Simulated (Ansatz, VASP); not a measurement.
**MgO: VASP beside Ansatz**

Contents of INCAR:

```
SYSTEM = MgO
PREC = Accurate
ENCUT = 600
EDIFF = 1E-6
ISMEAR = -1
SIGMA = 0.05
LREAL = .FALSE.
LASPH = .TRUE.
NELM = 120
ALGO = Normal
ISIF = 2
LWAVE = .FALSE.
LCHARG = .FALSE.
GGA = CA
NBANDS = 11
GGA_COMPAT = .FALSE.
```

File KPOINTS:

```
regular mesh
0
G
  15 15 15
  0 0 0
```

POSCAR

```
MgO
1.0
    0.0000000000      1.7038787285      1.7038787285
    1.7038787285      0.0000000000      1.7038787285
    1.7038787285      1.7038787285      0.0000000000
Mg O
1 1
Direct
    0.0000000000      0.0000000000      0.0000000000
    0.5000000000      0.5000000000      0.5000000000
```

Input for Ansatz:

```yaml
crystal:
  lattice:
    - [0.0, 1.7038787285, 1.7038787285]
    - [1.7038787285, 0.0, 1.7038787285]
    - [1.7038787285, 1.7038787285, 0.0]
  atoms:
    - { symbol: Mg, position: [0.0, 0.0, 0.0] }
    - { symbol: O, position: [0.5, 0.5, 0.5] }
kpoints:
  mp_grid: { grid: [15, 15, 15] }
  band_path:
    path:
      - [0.0, 0.0, 0.0]
      - [0.5, 0.0, 0.5]
      - [0.625, 0.25, 0.625]
      - [0.375, 0.375, 0.75]
      - [0.0, 0.0, 0.0]
      - [0.5, 0.5, 0.5]
      - [0.5, 0.25, 0.75]
      - [0.5, 0.0, 0.5]
    npoints: 8
scf:
  occupations: { method: fermi_dirac, width: 0.05 }
hamiltonian:
  xc: lda
  pseudopotentials: { kind: all_electron, lapw: { basis_error: 0.001 } }
output:
  forces: true
  stress: true
  eigenvalues: true
  populations: true
  dos: { projected: true, de: 0.2, e_range: [-14, 8] }
```

Change from the starting cell: volume scaled by 0.55, LAPW.

Alike in both runs: task single point; functional LDA; k mesh 15 × 15 × 15; occupations fermi-dirac, width 0.05 eV; no spin polarisation.

|  | VASP | Ansatz |
| --- | --- | --- |
| version | VASP 6.6.1 | Ansatz 0.2.0 |
| potentials or method | VASP PAW LDA potentials, release 64 (Mg, O), cutoff 600 eV | all-electron LAPW, scalar-relativistic |

```tsv
	VASP	Ansatz	Ansatz less VASP
gap on the k mesh at the Fermi level (eV)	8.50	8.58	+0.083
pressure (GPa)	366.3	354.7	-11.60
```

LDA's correlation is that of Perdew and Zunger in VASP and of Perdew and Wang (1992) in Ansatz. Both programs put the cell under a high pressure, so it lies far from rest at this level. Ansatz ran all-electron here, and VASP with PAW potentials.

Noted on VASP's run: the cell as given lies far from equilibrium.
